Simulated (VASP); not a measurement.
WI:

```
W I
1.0
     1.72623    0.99664    5.49835
    -1.72623    0.99664    5.49835
     0.00000   -1.99327    5.49835
W I
1 1
Direct
  0.00000 0.00000 0.00000
  0.50000 0.50000 0.50000
```

```yaml
Program: VASP 6.6.1
Task: relaxation of cell and atoms
Functional: PBE
Potentials_or_basis: VASP PAW PBE potentials, release 64 (W_sv, I)
Cutoff: 600 eV
k_mesh: 6 × 6 × 6
Occupations: gaussian, width 0.1 eV
Spin: no spin polarisation
```

At the start: pressure -17.9 GPa; volume 28.38 Å³/atom.

Q: How do energy, volume and symmetry change on relaxing?

A: Over 7 steps the energy falls by 792.2 meV/atom and the volume is 20.03 Å³/atom (-29.4 %); space group R-3m (No. 166, to 0.05 Å).

The path:
| step | energy change (eV) | largest force (eV/Å) | pressure (GPa) | volume (Å³) |
| --- | --- | --- | --- | --- |
| 1 | 0.0000 | 0.0000 | -17.93 | 56.76 |
| 2 | -0.9944 | 0.0000 | 30.57 | 34.38 |
| 3 | -1.4145 | 0.0000 | 1.36 | 40.22 |
| 4 | -1.5788 | 0.0000 | 2.38 | 39.39 |
| 5 | -1.5788 | 0.0000 | 2.53 | 39.35 |
| 6 | -1.5745 | 0.0000 | -3.06 | 41.05 |
| 7 | -1.5844 | 0.0000 | -0.01 | 40.06 |

Final structure:
```xyz
2
Lattice="1.6306 0.9414 4.3494 -1.6306 0.9414 4.3494 0.0000 -1.8828 4.3494" Properties=species:S:1:pos:R:3 pbc="T T T"
W     0.0000    0.0000    0.0000
I     0.0000    0.0000    6.5241
```

Caveat: the volume moved by over 15 % at a fixed basis, so the end points are rough; an odd number of electrons without spin polarisation forces a metal; a magnetic or distorted state may lie lower.
